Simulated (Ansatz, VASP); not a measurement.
# One calculation of BN, two programs

INCAR

```
ALGO = Normal ; EDIFF = 1E-7
EDIFFG = -0.01 ; ENCUT = 600
GGA = PE ; IBRION = 2
ISIF = 3 ; ISMEAR = 0
LASPH = True ; LCHARG = False
LREAL = False ; LWAVE = False
NELM = 100 ; NSW = 100
PREC = Accurate ; SIGMA = 0.02
```

File KPOINTS:

```
k-points
0
Gamma
  6 6 6
```

POSCAR

```
BN
1.0
    4.4389974929      0.0000000000      0.0000000000
    0.0000000000      4.4389974929      0.0000000000
    0.0000000000      0.0000000000      4.4389974929
B N
6 6
Direct
    0.5000000000      0.0000000000      0.7500000000
    0.7500000000      0.5000000000      0.0000000000
    0.0000000000      0.7500000000      0.5000000000
    0.5000000000      0.0000000000      0.2500000000
    0.2500000000      0.5000000000      0.0000000000
    0.0000000000      0.2500000000      0.5000000000
    0.0000000000      0.5000000000      0.7500000000
    0.7500000000      0.0000000000      0.5000000000
    0.5000000000      0.7500000000      0.0000000000
    0.0000000000      0.5000000000      0.2500000000
    0.2500000000      0.0000000000      0.5000000000
    0.5000000000      0.2500000000      0.0000000000
```

Input for Ansatz:

```yaml
crystal:
  lattice:
    - [4.4389974929, 0.0, 0.0]
    - [0.0, 4.4389974929, 0.0]
    - [0.0, 0.0, 4.4389974929]
  atoms:
    - { symbol: B, position: [0.5, 0.0, 0.75] }
    - { symbol: B, position: [0.75, 0.5, 0.0] }
    - { symbol: B, position: [0.0, 0.75, 0.5] }
    - { symbol: B, position: [0.5, 0.0, 0.25] }
    - { symbol: B, position: [0.25, 0.5, 0.0] }
    - { symbol: B, position: [0.0, 0.25, 0.5] }
    - { symbol: "N", position: [0.0, 0.5, 0.75] }
    - { symbol: "N", position: [0.75, 0.0, 0.5] }
    - { symbol: "N", position: [0.5, 0.75, 0.0] }
    - { symbol: "N", position: [0.0, 0.5, 0.25] }
    - { symbol: "N", position: [0.25, 0.0, 0.5] }
    - { symbol: "N", position: [0.5, 0.25, 0.0] }
basis:
  ecutwfc: 420
kpoints:
  mp_grid: { grid: [6, 6, 6] }
hamiltonian:
  xc: pbe
scf:
  occupations: { method: gaussian, width: 0.02 }
output:
  forces: true
  stress: true
  eigenvalues: true
  write_density: true
  write_potential: true
  elf: true
  volumetric_format: npy
relax:
  adjacent_minimum: "off"
  f_tol: 0.01
  max_steps: 80
  cell: { stress_tol: 0.05 }
```

Alike in both runs: task relaxation of cell and atoms; functional PBE; k mesh 6 × 6 × 6; occupations gaussian, width 0.02 eV; no spin polarisation.

|  | VASP | Ansatz |
| --- | --- | --- |
| version | VASP 6.6.1 | Ansatz 0.2.0 |
| potentials or method | VASP PAW PBE potentials, release 64 (B, N), cutoff 600 eV | scalar-relativistic, plane waves, PAW |
| valence electrons in the cell | 48 | 48 |

|  | VASP | Ansatz | Ansatz less VASP |
| --- | --- | --- | --- |
| gap on the k mesh at the Fermi level, each at its own relaxed structure (eV) | 4.62 | 4.63 | +0.012 |
| relaxed volume (Å³/atom) | 7.30 | 7.29 | -0.005 |
| relaxed cell length with the largest relative difference (Å) | 4.441 | 4.440 | -0.0010 |
